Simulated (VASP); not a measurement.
# KF in VASP: notebook, part 2 of 2

VASP 6.6.1.

## 4. Single point, r2SCAN+rVV10

This run uses another cell than the first one, of 17.31 Å³/atom, 0.962 times its volume.

Input file POSCAR:

```
KF
1.0
    3.2506070000      0.0318790000     -0.0039190000
    0.0318790000      3.3117180000      0.0543290000
   -0.0039190000      0.0543290000      3.2164700000
K F
1 1
Direct
    0.0000000000      0.0000000000      0.0000000000
    0.5000000000      0.5000000000      0.5000000000
```

Input file INCAR.step1:

```
SYSTEM = KF
PREC     = Accurate       ! precision mode
ENCUT    = 520            ! plane-wave cutoff, eV
ISMEAR   = 0              ! smearing method
SIGMA    = 0.01           ! smearing width, eV
LREAL    = .FALSE.        ! projectors in reciprocal space
LASPH    = .TRUE.         ! aspherical terms in the spheres
NELM     = 100            ! most SCF steps
NBANDS   = 15             ! bands
GGA      = PE             ! functional
ALGO     = Normal         ! electronic algorithm
EDIFF    = 1E-4           ! SCF threshold, eV
LWAVE    = .TRUE.         ! write WAVECAR
LCHARG   = .FALSE.        ! write CHGCAR
```

Input file INCAR.step2:

```
SYSTEM = KF
PREC     = Accurate       ! precision mode
ENCUT    = 520            ! plane-wave cutoff, eV
EDIFF    = 1E-7           ! SCF threshold, eV
ISMEAR   = 0              ! smearing method
SIGMA    = 0.01           ! smearing width, eV
LREAL    = .FALSE.        ! projectors in reciprocal space
LASPH    = .TRUE.         ! aspherical terms in the spheres
NELM     = 100            ! most SCF steps
ALGO     = Normal         ! electronic algorithm
ISIF     = 2              ! what is computed and relaxed
LWAVE    = .FALSE.        ! write WAVECAR
LCHARG   = .TRUE.         ! write CHGCAR
METAGGA  = R2SCAN         ! meta-GGA
LMIXTAU  = .TRUE.       
LUSE_VDW = .TRUE.       
IVDW_NL  = 2            
BPARAM   = 11.95        
CPARAM   = 0.0093       
LELF     = .TRUE.         ! ELF
LVHAR    = .TRUE.       
NBANDS   = 15             ! bands
ISTART   = 1
```

Input file KPOINTS:

```
Automatic mesh
0
G
  6 6 6
  0 0 0
```

Potentials or basis: VASP PAW PBE potentials, release 64 (K_sv, F).

Command:

```
> cat potpaw_PBE.64/K_sv/POTCAR potpaw_PBE.64/F/POTCAR > POTCAR
> cp INCAR.step1 INCAR
> mpirun -np 1 vasp_std > vasp.out
> cp INCAR.step2 INCAR
> mpirun -np 1 vasp_std > vasp.out
```

OUTCAR:

```text
SYSTEM = KF
   PREC = Accurate
   ENCUT = 520
   EDIFF = 1E-7
   ISMEAR = 0
   LREAL = .FALSE.
   LASPH = .TRUE.
   NELM = 100
   ISIF = 2
   METAGGA = R2SCAN
   IVDW_NL = 2
   BPARAM = 11.95
   ISTART = 1

 ion  position               nearest neighbor table
   1  0.000  0.000  0.000-   2 2.77   2 2.77   2 2.81   2 2.81   2 2.84   2 2.84
   2  0.500  0.500  0.500-   1 2.77   1 2.77   1 2.81   1 2.81   1 2.84   1 2.84

  LATTYP: Found a triclinic cell.
 ALAT       =     5.6252713467
 B/A-ratio  =     0.5778860216
 C/A-ratio  =     0.5718712909
 COS(alpha) =     0.0022579531
 COS(beta)  =     0.5535837995
 COS(gamma) =     0.5906058279

  Lattice vectors:

 A1 = (   3.2864050000,   3.2892680000,  -3.1660600000)
 A2 = (   3.2506070000,   0.0318790000,  -0.0039190000)
 A3 = (   0.0039190000,  -0.0543290000,  -3.2164700000)

Analysis of symmetry for initial positions (statically):
=====================================================================
 Subroutine PRICEL returns:
 Original cell was already a primitive cell.

 Routine SETGRP: Setting up the symmetry group for a
 triclinic supercell.

[... 181 lines left out ...]
      5     -12.8280      2.00000
      6      -2.6923      2.00000
      7      -2.6316      2.00000
      8      -2.5943      2.00000
      9       4.4764      0.00000
     10       6.3486      0.00000
     11       6.4147      0.00000
     12      12.0861      0.00000
     13      12.1502      0.00000
     14      12.2896      0.00000
[... 401 lines left out ...]
      2     -22.6171      2.00000
      3     -13.5695      2.00000
      4     -12.9767      2.00000
      5     -12.7570      2.00000
      6      -3.6274      2.00000
      7      -2.8425      2.00000
      8      -2.7638      2.00000
      9       7.4873      0.00000
     10       8.2217      0.00000
     11       8.3212      0.00000
     12      10.4690      0.00000
     13      11.3590      0.00000
     14      11.6469      0.00000
     15      15.1168      0.00000

 [... further k-points ...]

------------------------ aborting loop because EDIFF is reached ----------------------------------------

  FORCE on cell =-STRESS in cart. coord.  units (eV):
  Direction    XX          YY          ZZ          XY          YZ          ZX
  --------------------------------------------------------------------------------------
  -------------------------------------------------------------------------------------
  Total       -0.7160338     -1.0579929     -0.5213980     -0.0287909     -0.0456953      0.0149532
  in kB      -33.1443096    -48.9731687    -24.1348601     -1.3326961     -2.1151769      0.6921648
  external PRESSURE =     -35.4174461 kB  Pullay stress =       0.0000000 kB

 VOLUME and BASIS-vectors are now :
 -----------------------------------------------------------------------------
  energy-cutoff  :      520.00
  volume of cell :       34.61
      direct lattice vectors                 reciprocal lattice vectors
     3.250607000  0.031879000 -0.003919000     0.307664477 -0.002968588  0.000425006
     0.031879000  3.311718000  0.054329000    -0.002968588  0.302070415 -0.005105851
    -0.003919000  0.054329000  3.216470000     0.000425006 -0.005105851  0.310986598

 POSITION                                       TOTAL-FORCE (eV/Angst)
 -----------------------------------------------------------------------------------
      0.00000      0.00000      0.00000        -0.000000      0.000000     -0.000000
      1.63928      1.69896      1.63344         0.000000     -0.000000      0.000000
 -----------------------------------------------------------------------------------
    total drift:                                0.000000      0.000000     -0.000000

  FREE ENERGIE OF THE ION-ELECTRON SYSTEM (eV)
  ---------------------------------------------------
  free  energy   TOTEN  =       -14.3224165957 eV

  energy  without entropy=      -14.3224165957  energy(sigma->0) =      -14.32241660
```

OUTCAR.step1:

```text
SYSTEM = KF
   PREC = Accurate
   ENCUT = 520
   ISMEAR = 0
   LREAL = .FALSE.
   LASPH = .TRUE.
[... 658 lines left out ...]
      0.00000      0.00000      0.00000         0.000000      0.000000     -0.000000
      1.63928      1.69896      1.63344        -0.000000     -0.000000      0.000000
 -----------------------------------------------------------------------------------
    total drift:                                0.000000      0.000000     -0.000000

  FREE ENERGIE OF THE ION-ELECTRON SYSTEM (eV)
  ---------------------------------------------------
  free  energy   TOTEN  =        -8.0887496150 eV

  energy  without entropy=       -8.0887496150  energy(sigma->0) =       -8.08874961
```

OSZICAR.step1:

```text
N       E                     dE             d eps       ncg     rms          rms(c)
DAV:   1     0.107739490817E+03    0.10774E+03   -0.84285E+03  3360   0.105E+03
DAV:   2    -0.504219710976E+01   -0.11278E+03   -0.10488E+03  4429   0.288E+02
DAV:   3    -0.919595755066E+01   -0.41538E+01   -0.41393E+01  4187   0.486E+01
DAV:   4    -0.931080329309E+01   -0.11485E+00   -0.11482E+00  4860   0.754E+00
DAV:   5    -0.931221072739E+01   -0.14074E-02   -0.14074E-02  4527   0.743E-01    0.597E+00
DAV:   6    -0.815994496721E+01    0.11523E+01   -0.28203E+00  3598   0.135E+01    0.378E+00
DAV:   7    -0.811318944765E+01    0.46756E-01   -0.63544E-02  4176   0.224E+00    0.200E+00
DAV:   8    -0.808780465995E+01    0.25385E-01   -0.42457E-02  4074   0.213E+00    0.273E-01
DAV:   9    -0.808850807495E+01   -0.70341E-03   -0.26632E-03  4192   0.509E-01    0.112E-01
DAV:  10    -0.808871517885E+01   -0.20710E-03   -0.36284E-04  3777   0.187E-01    0.807E-02
DAV:  11    -0.808874961498E+01   -0.34436E-04   -0.45758E-05  2961   0.736E-02
   1 F= -.80887496E+01 E0= -.80887496E+01  d E =-.171974-117
```

Wall time 2.6 min (1 thread of Intel Xeon Platinum 8259CL at 2.50GHz (Skylake/Cascade Lake), shared host); peak memory 0.26 GiB.

What came out:

| Quantity | Value |
| --- | --- |
| Free energy | -14.3224 eV |
| Pressure | -3.5 GPa |
| Band gap on the k mesh | 7.02 eV, indirect (least direct gap 7.07 eV) |

Caveat: the PAW data sets were made with another functional, which shifts forces and pressure a little.

## 5. Single point, PBE+D4, collinear spin, ferromagnetic start (atoms moved at random)

Input file INCAR:

```
ALGO = Normal
EDIFF = 1E-7
ENCUT = 520
GGA = PE
ISIF = 2
ISMEAR = 0
ISPIN = 2
IVDW = 13
LASPH = T
LCHARG = T
LELF = T
LORBIT = 11
LREAL = F
LVHAR = T
LWAVE = F
MAGMOM = 0.5 0
NBANDS = 19
NELM = 150
PREC = Accurate
SIGMA = 0.02
```

Input file KPOINTS:

```
k-points
0
Gamma
  6 6 6
```

Input file POSCAR:

```
KF
1.0
    3.2589550000      0.0000000000      0.0000000000
    0.0000000000      3.2589550000      0.0000000000
    0.0000000000      0.0000000000      3.2589550000
K F
1 1
Direct
    0.0013215666      0.0038251509      0.0016136799
    0.4994004334      0.5047868491      0.4985553201
```

Potentials or basis: VASP PAW PBE potentials, release 64 (K_sv, F).

Command:

```
> cat potpaw_PBE.64/K_sv/POTCAR potpaw_PBE.64/F/POTCAR > POTCAR
> mpirun -np 1 vasp_std > vasp.out
```

OUTCAR:

```text
EDIFF = 1E-7
   ENCUT = 520
   GGA = PE
   ISIF = 2
   ISMEAR = 0
   ISPIN = 2
   IVDW = 13
   LASPH = T
   LORBIT = 11
   LREAL = F
   NELM = 150
   PREC = Accurate

 ion  position               nearest neighbor table
   1  0.001  0.004  0.002-   2 2.81   2 2.81   2 2.82   2 2.82   2 2.82   2 2.83   2 2.83   2 2.83

   2  0.499  0.505  0.499-   1 2.81   1 2.81   1 2.82   1 2.82   1 2.82   1 2.83   1 2.83   1 2.83

  LATTYP: Found a simple cubic cell.
 ALAT       =     3.2589550000

[... 1278 lines left out ...]
  in kB      -6.72676    -6.74738    -6.72986    -0.00489    -0.00891     0.01605
  external pressure =       -6.73 kB  Pullay stress =        0.00 kB

 VOLUME and BASIS-vectors are now :
 -----------------------------------------------------------------------------
  energy-cutoff  :      520.00
  volume of cell :       34.61
      direct lattice vectors                 reciprocal lattice vectors
     3.258955000  0.000000000  0.000000000     0.306846827  0.000000000  0.000000000
     0.000000000  3.258955000  0.000000000     0.000000000  0.306846827  0.000000000
     0.000000000  0.000000000  3.258955000     0.000000000  0.000000000  0.306846827

 POSITION                                       TOTAL-FORCE (eV/Angst)
 -----------------------------------------------------------------------------------
      0.00431      0.01247      0.00526        -0.004816      0.002157     -0.007628
      1.62752      1.64508      1.62477         0.004816     -0.002157      0.007628
 -----------------------------------------------------------------------------------
    total drift:                               -0.000064      0.000341     -0.000144

  FREE ENERGIE OF THE ION-ELECTRON SYSTEM (eV)
  ---------------------------------------------------
  free  energy   TOTEN  =        -8.2498431985 eV

  energy  without entropy=       -8.2498431985  energy(sigma->0) =       -8.24984320

 total charge

# of ion       s       p       d       tot
------------------------------------------
    1        1.957   5.588   0.029   7.574
    2        1.730   4.344   0.000   6.074
--------------------------------------------------
tot          3.687   9.932   0.029  13.648

 magnetization (x)

# of ion       s       p       d       tot
------------------------------------------
    1       -0.000  -0.000  -0.000  -0.000
    2        0.000  -0.000   0.000   0.000
--------------------------------------------------
tot         -0.000  -0.000  -0.000  -0.000
```

OSZICAR:

```text
N       E                     dE             d eps       ncg     rms          rms(c)
DAV:   1     0.110689978298E+03    0.11069E+03   -0.77628E+03  8528   0.796E+02
DAV:   2    -0.529976122566E+01   -0.11599E+03   -0.10662E+03 10121   0.245E+02
DAV:   3    -0.916097791768E+01   -0.38612E+01   -0.38367E+01 11210   0.392E+01
DAV:   4    -0.926130898129E+01   -0.10033E+00   -0.10026E+00 11375   0.567E+00
DAV:   5    -0.926280356383E+01   -0.14946E-02   -0.14946E-02 10892   0.586E-01    0.634E+00
DAV:   6    -0.815999549297E+01    0.11028E+01   -0.23207E+00  9119   0.107E+01    0.390E+00
DAV:   7    -0.811797552814E+01    0.42020E-01   -0.58708E-02 10282   0.190E+00    0.197E+00
DAV:   8    -0.809122304560E+01    0.26752E-01   -0.30804E-02 10155   0.157E+00    0.812E-01
DAV:   9    -0.809297831434E+01   -0.17553E-02   -0.26065E-03 10174   0.433E-01    0.208E-01
DAV:  10    -0.809330333347E+01   -0.32502E-03   -0.34445E-04 10411   0.139E-01    0.913E-02
DAV:  11    -0.809346713678E+01   -0.16380E-03   -0.13036E-04 10288   0.953E-02    0.619E-02
DAV:  12    -0.809347762613E+01   -0.10489E-04   -0.75344E-06 10483   0.209E-02    0.387E-02
DAV:  13    -0.809348659722E+01   -0.89711E-05   -0.72371E-06  8953   0.231E-02    0.756E-03
DAV:  14    -0.809348703332E+01   -0.43609E-06   -0.29075E-07 10490   0.530E-03    0.148E-03
DAV:  15    -0.809348708396E+01   -0.50643E-07   -0.33258E-08  7706   0.157E-03
   1 F= -.82498432E+01 E0= -.82498432E+01  d E =-.152398E-17  mag=     0.0000
```

It took 1.8 min on 1 thread of Intel Xeon Platinum 8375C at 2.90GHz (Ice Lake), shared host; peak memory 0.22 GiB.

Results:

* Free energy: -8.2498 eV
* Pressure: -0.7 GPa
* Largest force: 0.009 eV/Å
* Band gap on the k mesh: 6.26 eV, indirect (least direct gap 6.31 eV)
* Net moment: 0.00 μB per cell
* Valence electrons inside the program's atomic spheres: K 7.57; F 6.07
* Dispersion energy per atom: -0.078 eV

Forces in eV/Å, atoms in the order of the input:
```
K   -0.005  0.002 -0.008
F    0.005 -0.002  0.008
```

Levels at points of the mesh, in eV from the valence-band top:
Spin up:
| k point | band 5 | band 6 | band 7 | band 8 | band 9 | band 10 | band 11 | band 12 |
| --- | --- | --- | --- | --- | --- | --- | --- | --- |
| (0.00, 0.00, 0.00) | -10.05 | -0.05 | -0.05 | -0.05 | 6.26 | 8.29 | 8.29 | 13.82 |
| (0.50, 0.00, 0.00) | -9.94 | -1.22 | -0.16 | -0.16 | 9.28 | 9.35 | 10.86 | 12.40 |
| (0.00, 0.50, 0.00) | -9.94 | -1.22 | -0.16 | -0.16 | 9.28 | 9.35 | 10.86 | 12.40 |
| (0.00, 0.00, 0.50) | -9.94 | -1.22 | -0.16 | -0.16 | 9.28 | 9.35 | 10.86 | 12.40 |
| (0.50, 0.50, 0.00) | -9.86 | -0.62 | -0.62 | 0.00 | 8.46 | 8.97 | 11.86 | 11.86 |
| (0.00, 0.50, 0.50) | -9.86 | -0.62 | -0.62 | 0.00 | 8.46 | 8.97 | 11.86 | 11.86 |
| (0.50, 0.00, 0.50) | -9.86 | -0.62 | -0.62 | 0.00 | 8.46 | 8.97 | 11.86 | 11.86 |
| (0.50, 0.50, 0.50) | -10.63 | -1.03 | -1.03 | -1.03 | 10.43 | 10.43 | 10.43 | 15.20 |
Spin down:
| k point | band 6 | band 7 | band 8 | band 9 | band 10 | band 11 |
| --- | --- | --- | --- | --- | --- | --- |
| (0.00, 0.00, 0.00) | -0.05 | -0.05 | -0.05 | 6.26 | 8.29 | 8.29 |
| (0.50, 0.00, 0.00) | -1.22 | -0.16 | -0.16 | 9.28 | 9.35 | 10.86 |
| (0.00, 0.50, 0.00) | -1.22 | -0.16 | -0.16 | 9.28 | 9.35 | 10.86 |
| (0.00, 0.00, 0.50) | -1.22 | -0.16 | -0.16 | 9.28 | 9.35 | 10.86 |
| (0.50, 0.50, 0.00) | -0.62 | -0.62 | 0.00 | 8.46 | 8.97 | 11.86 |
| (0.00, 0.50, 0.50) | -0.62 | -0.62 | 0.00 | 8.46 | 8.97 | 11.86 |
| (0.50, 0.00, 0.50) | -0.62 | -0.62 | 0.00 | 8.46 | 8.97 | 11.86 |
| (0.50, 0.50, 0.50) | -1.03 | -1.03 | -1.03 | 10.43 | 10.43 | 10.43 |

Caveat: the cell differs from its parent crystal (atoms moved at random).

## 6. Overview

```tsv
level	potentials or basis	spin	cell	k mesh	smearing	gap on the mesh (eV)	pressure (GPa)	moment (μB)
LDA	VASP PAW LDA potentials, release 64 (K_sv, F)	collinear, ferromagnetic start	a = 3.302 Å, 2 atoms	8 × 8 × 8	gaussian 0.02 eV	5.65	-6.4	0.00
LDA	VASP PAW LDA potentials, release 64 (K_sv, F)	collinear, ferromagnetic start	a = 3.323 Å, 2 atoms	8 × 8 × 8	gaussian 0.02 eV	5.53	-6.7	0.00
r2SCAN+rVV10	VASP PAW PBE potentials, release 64 (K_sv, F)	off	a = 3.251, b = 3.312, c = 3.217 Å, angles 88.1, 90.1, 88.9°, 2 atoms	6 × 6 × 6	gaussian 0.01 eV	7.02	-3.5	-
PBE+D4	VASP PAW PBE potentials, release 64 (K_sv, F)	collinear, ferromagnetic start	a = 3.259 Å, 2 atoms	6 × 6 × 6	gaussian 0.02 eV	6.26	-0.7	0.00
```

Alike in all rows: task single point; cutoff (eV) 520.

Caveats: the PAW data sets were made with another functional, which shifts forces and pressure a little (some runs).

Total energies depend on the potentials used, so only differences within one code and one set of settings carry meaning.
